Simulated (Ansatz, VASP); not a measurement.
## Two plane-wave programs on Be2Si

The input INCAR:

```
PREC     = Accurate       # precision mode
ENCUT    = 520            # plane-wave cutoff, eV
EDIFF    = 1E-6           # SCF threshold, eV
ISMEAR   = -1             # smearing method
SIGMA    = 0.05           # smearing width, eV
LREAL    = False          # projectors in reciprocal space
LASPH    = True           # aspherical terms in the spheres
NELM     = 80             # most SCF steps
ALGO     = Normal         # electronic algorithm
ISIF     = 2              # what is computed and relaxed
LWAVE    = False          # write WAVECAR
LCHARG   = False          # write CHGCAR
NBANDS   = 11             # bands
```

File KPOINTS:

```
Automatic mesh
0
Gamma
  5 5 5
```

File POSCAR:

```
Be2Si
1.0
    0.0000000000      2.6400000000      2.6400000000
    2.6400000000      0.0000000000      2.6400000000
    2.6400000000      2.6400000000      0.0000000000
Si Be
1 2
Direct
    0.0000000000      0.0000000000      0.0000000000
    0.2500000000      0.2500000000      0.2500000000
    0.7500000000      0.7500000000      0.7500000000
```

Contents of input.yaml:

```yaml
crystal:
  lattice:
    - [0.0, 2.64, 2.64]
    - [2.64, 0.0, 2.64]
    - [2.64, 2.64, 0.0]
  atoms:
    - { symbol: Si, position: [0.0, 0.0, 0.0] }
    - { symbol: Be, position: [0.25, 0.25, 0.25] }
    - { symbol: Be, position: [0.75, 0.75, 0.75] }
hamiltonian:
  xc: lda
  pseudopotentials: { kind: paw }
kpoints:
  mp_grid: { grid: [5, 5, 5] }
scf:
  occupations: { method: fermi_dirac, width: 0.05 }
  n_extra_bands: 7
output:
  forces: true
  stress: true
  eigenvalues: true
  dos: { projected: true, de: 0.05, nscf_kmesh: { grid: [8, 8, 8] } }
```

Alike in both runs: functional LDA; k mesh 5 × 5 × 5; occupations fermi-dirac, width 0.05 eV; no spin polarisation.

|  | VASP | Ansatz |
| --- | --- | --- |
| version | VASP 6.6.1 | Ansatz 0.2.0 |
| potentials or method | VASP PAW LDA potentials, release 64 (Si, Be) | Ansatz PAW |
| plane-wave cutoff (eV) | 520 | 420 |
| valence electrons in the cell | 8 | 8 |
| task | single point | projected density of states |

|  | VASP | Ansatz | Ansatz less VASP |
| --- | --- | --- | --- |
| gap on the k mesh at the Fermi level (eV) | none | none | - |
| pressure (GPa) | -3.7 | -3.9 | -0.18 |

LDA's correlation is that of Perdew and Zunger in VASP and of Perdew and Wang (1992) in Ansatz. A gap of «none» marks a metal or a gap that the smearing closes.

The k mesh is coarse, so the values compare programs but aren't converged.
